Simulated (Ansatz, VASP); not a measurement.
# Cr: VASP beside Ansatz

```xyz
3
Lattice="2.8486 0.0000 0.0000 0.0000 2.8486 0.0000 0.0000 0.0000 15.8486" Properties=species:S:1:pos:R:3 pbc="T T T"
Cr    0.0000    0.0000    6.4571
Cr    1.4243    1.4243    7.9243
Cr    0.0000    0.0000    9.3915
```

Alike in both runs: functional PBE; k mesh 14 × 14 × 1; occupations fermi-dirac, width 0.1 eV; collinear spin.

Ansatz relaxed the structure, and its values are those at the end. VASP's run is a single point on that final structure, the one shown.

|  | VASP | Ansatz |
| --- | --- | --- |
| version | VASP 6.6.1 | Ansatz 0.2.0 |
| potentials or method | VASP PAW PBE potentials, release 64 (Cr_pv) | PAW with Ansatz's default frozen-core files, scalar-relativistic |
| plane-wave cutoff (eV) | 520 | 420 |
| valence electrons in the cell | 36 | 42 |

Ansatz gave:

| Property | Result |
| --- | --- |
| rms of the force components (eV/Å) | 0.001 |
| net moment per atom (μB) | 1.49 |
| size of the moment on the site where the two differ most (μB) | 2.74 |

**Question.** What did VASP give for the same quantities?

**Answer.** rms of the force components (eV/Å): 0.013; net moment per atom (μB): 1.49; size of the moment on the site where the two differ most (μB): 2.93.

Site moments also hang on the region over which each program counts them. The functional is the same, so the differences come from potentials, cutoffs and numerics. VASP's potentials hold 36 valence electrons a cell and Ansatz's 42, so a difference there can come from the potentials and not from the codes. Ansatz's warnings: seeded moment not kept, stress scf threshold loose, vacuum density over bound.
